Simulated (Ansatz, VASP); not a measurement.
## PtS2 in VASP and in Ansatz

INCAR

```
PREC = Accurate
ENCUT = 520
EDIFF = 1E-7
ISMEAR = 0
SIGMA = 0.05
LREAL = False
LASPH = True
NELM = 60
ALGO = Normal
ISIF = 2
LWAVE = False
LCHARG = False
LDIPOL = True
IDIPOL = 3
DIPOL = 0.5 0.5 0.382
GGA = PE
IVDW = 12
NBANDS = 31
```

The input KPOINTS:

```
Automatic mesh
0
Gamma
  9 9 1
```

Contents of POSCAR:

```
PtS2
1.0
    3.5415278079      0.0000000000      0.0000000000
   -1.7707639039      3.0670530498      0.0000000000
    0.0000000000      0.0000000000     22.4670615492
S Pt
4 2
Direct
    0.6666666667      0.3333333333      0.2002932155
    0.3333333333      0.6666666667      0.3108341854
    0.5555555556      0.4444444444      0.4537100124
    0.8888888889      0.1111111111      0.5642509823
    0.0000000000      0.0000000000      0.2555637004
    1.2222222222      0.7777777778      0.5089804974
```

Input for Ansatz:

```yaml
crystal:
  lattice:
    - [3.5415278079, 0.0, 0.0]
    - [-1.7707639039, 3.0670530498, 0.0]
    - [0.0, 0.0, 22.4670615492]
  atoms:
    - { symbol: S, position: [0.6666666667, 0.3333333333, 0.2002932155] }
    - { symbol: Pt, position: [0.0, 0.0, 0.2555637004] }
    - { symbol: S, position: [0.3333333333, 0.6666666667, 0.3108341854] }
    - { symbol: S, position: [0.5555555556, 0.4444444444, 0.4537100124] }
    - { symbol: Pt, position: [1.2222222222, 0.7777777778, 0.5089804974] }
    - { symbol: S, position: [0.8888888889, 0.1111111111, 0.5642509823] }
basis:
  ecutwfc: 420
kpoints:
  mp_grid: { grid: [9, 9, 1] }
hamiltonian:
  xc: pbe
  pseudopotentials: { kind: paw, azcp: { folder: soft_1 } }
  dispersion: d3bj
scf:
  occupations: { method: gaussian, width: 0.05 }
output:
  forces: true
  eigenvalues: true
efield:
  axis: 3
  dipole_correction: true
  ramp_width: 0.04
```

Alike in both runs: task single point; functional PBE; dispersion D3(BJ); k mesh 9 × 9 × 1; occupations gaussian, width 0.05 eV; no spin polarisation.

|  | VASP | Ansatz |
| --- | --- | --- |
| version | VASP 6.6.1 | Ansatz 0.2.0 |
| potentials or method | VASP PAW PBE potentials, release 64 (S, Pt), cutoff 520 eV | scalar-relativistic, plane waves, PAW |
| valence electrons in the cell | 44 | 60 |

VASP gave:

- gap on the k mesh at the Fermi level (eV): 1.34
- least direct gap on the mesh (eV): 1.48
- rms of the force components (eV/Å): 0.041

Task: Which values does Ansatz return?

Result: gap on the k mesh at the Fermi level (eV): 1.33; least direct gap on the mesh (eV): 1.47; rms of the force components (eV/Å): 0.038.

VASP's potentials hold 44 valence electrons a cell and Ansatz's 60, so a difference there can come from the potentials and not from the codes.

Neither program's run includes spin-orbit coupling.
